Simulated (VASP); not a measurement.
Wanted: the native input for a VASP 6.6.1 run.

| Quantity | Value |
| --- | --- |
| Task | single point |
| Functional | LDA |
| Potentials or basis | VASP PAW LDA potentials, release 64 (Sr_sv, Cl) |
| Cutoff | 520 eV |
| k mesh | 7 × 7 × 7 |
| Occupations | fermi-dirac, width 0.05 eV |
| Spin | no spin polarisation |
| Dipole correction | no |
| Further INCAR settings | ALGO = Normal; EDIFF = 1e-06; NBANDS = 19 |

The structure of SrCl2 lies in POSCAR:

```
SrCl2
1.0
    0.0000000000      3.5114523289      3.5114523289
    3.5114523289      0.0000000000      3.5114523289
    3.5114523289      3.5114523289      0.0000000000
Sr Cl
1 2
Direct
    0.0000000000      0.0000000000      0.0000000000
    0.7500000000      0.7500000000      0.7500000000
    0.2500000000      0.2500000000      0.2500000000
```

The input as run:

INCAR

```
SYSTEM = SrCl2
PREC     = Accurate       ! precision mode
ENCUT    = 520            ! plane-wave cutoff, eV
EDIFF    = 1E-6           ! SCF threshold, eV
ISMEAR   = -1             ! smearing method
SIGMA    = 0.05           ! smearing width, eV
LREAL    = .False.        ! projectors in reciprocal space
LASPH    = .True.         ! aspherical terms in the spheres
NELM     = 100            ! most SCF steps
ALGO     = Normal         ! electronic algorithm
ISIF     = 2              ! what is computed and relaxed
LWAVE    = .False.        ! write WAVECAR
LCHARG   = .True.         ! write CHGCAR
GGA      = CA             ! functional
LELF     = .True.         ! ELF
LVHAR    = .True.       
NBANDS   = 19             ! bands
```

KPOINTS

```
Automatic mesh
0
Gamma
  7 7 7
  0 0 0
```

Potentials or basis: VASP PAW LDA potentials, release 64 (Sr_sv, Cl).

Launch:

```sh
$ cat potpaw_LDA.64/Sr_sv/POTCAR potpaw_LDA.64/Cl/POTCAR > POTCAR
$ mpirun -np 1 vasp_std > vasp.out
```

Results of the run:

| Quantity | Value |
| --- | --- |
| Pressure | -3.3 GPa |
| Band gap on the k mesh | 4.85 eV (least direct gap 5.15 eV) |

Caveat: the cell stands under tension; an odd mesh through Γ misses points on the zone boundary, where band edges can lie.

It took 30 s on 1 thread of Intel(R) Xeon(R) Platinum 8488C (Sapphire Rapids), with other jobs on the host, peak memory 0.2 GiB.
